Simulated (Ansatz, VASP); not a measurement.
## SnS in VASP and in Ansatz

```xyz
8
Lattice="11.3200 0.0000 0.0000 0.0000 4.0500 0.0000 0.0000 0.0000 4.2420" Properties=species:S:1:pos:R:3 pbc="T T T"
Sn    1.3624    1.0125    0.4580
Sn    4.2976    3.0375    2.5790
Sn    7.0224    1.0125    1.6630
Sn    9.9576    3.0375    3.7840
S     9.6409    1.0125    2.0232
S     7.3391    3.0375    4.1442
S     3.9809    1.0125    0.0978
S     1.6791    3.0375    2.2188
```

Alike in both runs: task electric field gradients; functional r2SCAN; k mesh 4 × 11 × 10; occupations fermi-dirac, width 0.02 eV; no spin polarisation.

|  | VASP | Ansatz |
| --- | --- | --- |
| version | VASP 6.6.1 | Ansatz 0.2.0 |
| potentials or method | VASP PAW PBE potentials, release 64 (Sn_d, S) | plane-wave PAW, scalar-relativistic |
| plane-wave cutoff (eV) | 440 | 500 |
| valence electrons in the cell | 80 | 80 |

|  | VASP | Ansatz | Ansatz less VASP |
| --- | --- | --- | --- |
| gap on the k mesh at the Fermi level (eV) | 0.95 | 0.96 | +0.007 |
| pressure (GPa) | 0.1 | 0.1 | -0.02 |
| traceless stress, the component that is largest in VASP (GPa) | 0.67 | 0.67 | -0.006 |
| rms of the force components (eV/Å) | 0.120 | 0.125 | +0.0054 |
| size of Vzz on the site where it differs most (V/Å²) | 120.7 | 124.0 | +3.38 |

VASP's potentials were made for PBE, not for r2SCAN. Atom by atom the forces differ by 0.006 eV/Å (rms over components).
